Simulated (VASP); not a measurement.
In3AgI4: relaxation of cell and atoms with PBE

In3AgI4:

```
In Ag I
1.0
     8.30168    0.00000    0.00000
     0.00000    8.30168    0.00000
     0.00000    0.00000    8.30168
In Ag I
3 1 4
Direct
  0.50000 0.00000 0.00000
  0.00000 0.50000 0.00000
  0.00000 0.00000 0.50000
  0.50000 0.50000 0.50000
  0.00000 0.50000 0.50000
  0.50000 0.00000 0.50000
  0.50000 0.50000 0.00000
  0.00000 0.00000 0.00000
```

The cell was generated, and may not be a known phase.

| Property | Result |
| --- | --- |
| Program | VASP 6.6.1 |
| Task | relaxation of cell and atoms |
| Functional | PBE |
| Potentials or basis | VASP PAW PBE potentials, release 64 (In_d, Ag, I) |
| Cutoff | 600 eV |
| k mesh | 2 × 2 × 2 |
| Occupations | gaussian, width 0.1 eV |
| Spin | no spin polarisation |
| Dipole correction | no |
| Further INCAR settings | ALGO = Fast; EDIFF = 1e-07; IBRION = 2; EDIFFG = -0.04; NSW = 90; ISIF = 3 |

```json
{
 "Relaxed volume": "42.69 Å³/atom",
 "Relaxed cell": "a = 6.990 Å, b = 6.990 Å, c = 6.990 Å, α = 90.00°, β = 90.00°, γ = 90.00°",
 "Space group after relaxing (to 0.1 Å)": "Pm-3m (No. 221)",
 "Energy gained by relaxing": "318.0 meV/atom",
 "Ionic steps": "5",
 "Pressure after relaxing": "-0.1 GPa",
 "Band gap on the k mesh": "0.04 eV (least direct gap 1.23 eV)"
}
```

The path:
```tsv
step	energy change (eV)	largest force (eV/Å)	pressure (GPa)	volume (Å³)
1	0.0000	0.0000	-2.14	572.13
2	-1.0270	0.0000	-2.19	496.76
3	-2.4365	0.0000	1.39	310.89
4	-2.5062	0.0000	-0.62	357.95
5	-2.5439	0.0000	-0.10	341.50
```

Final structure:
```cif
data_structure
_symmetry_space_group_name_H-M 'P 1'
_symmetry_Int_Tables_number 1
_cell_length_a 6.9898
_cell_length_b 6.9898
_cell_length_c 6.9898
_cell_angle_alpha 90.000
_cell_angle_beta 90.000
_cell_angle_gamma 90.000
_cell_volume 341.50
loop_
_atom_site_label
_atom_site_type_symbol
_atom_site_fract_x
_atom_site_fract_y
_atom_site_fract_z
_atom_site_occupancy
In1 In 0.50000 0.00000 0.00000 1
In2 In 0.00000 0.50000 0.00000 1
In3 In 0.00000 0.00000 0.50000 1
Ag1 Ag 0.50000 0.50000 0.50000 1
I1 I 0.00000 0.50000 0.50000 1
I2 I 0.50000 0.00000 0.50000 1
I3 I 0.50000 0.50000 0.00000 1
I4 I 0.00000 0.00000 0.00000 1
```

Levels at points of the mesh, in eV from the valence-band top:
```
           k point  band 36  band 37  band 38  band 39  band 40  band 41  band 42  band 43
(0.00, 0.00, 0.00)    -2.52    -1.92    -1.92    -1.92     0.04     4.43     4.43     4.43
(0.50, 0.00, 0.00)    -2.14    -1.24    -1.23    -1.06     1.25     2.43     2.47     2.48
(0.50, 0.50, 0.00)    -1.30    -0.58    -0.58    -0.52     1.81     1.82     2.15     2.16
(0.50, 0.50, 0.50)    -1.27     0.00     0.00     0.00     1.23     1.48     1.48     1.48
```

Run time: 38 min on 1 thread of Oxide Virtual Turin-like Processor, on a shared host, peak memory 0.81 GiB.

Caveat: the volume moved by over 15 % at a fixed basis, so the end points are rough; the smearing spreads over this small gap; spin-orbit coupling is left out, which moves the levels of the heavy elements. A k mesh can miss the band edges.
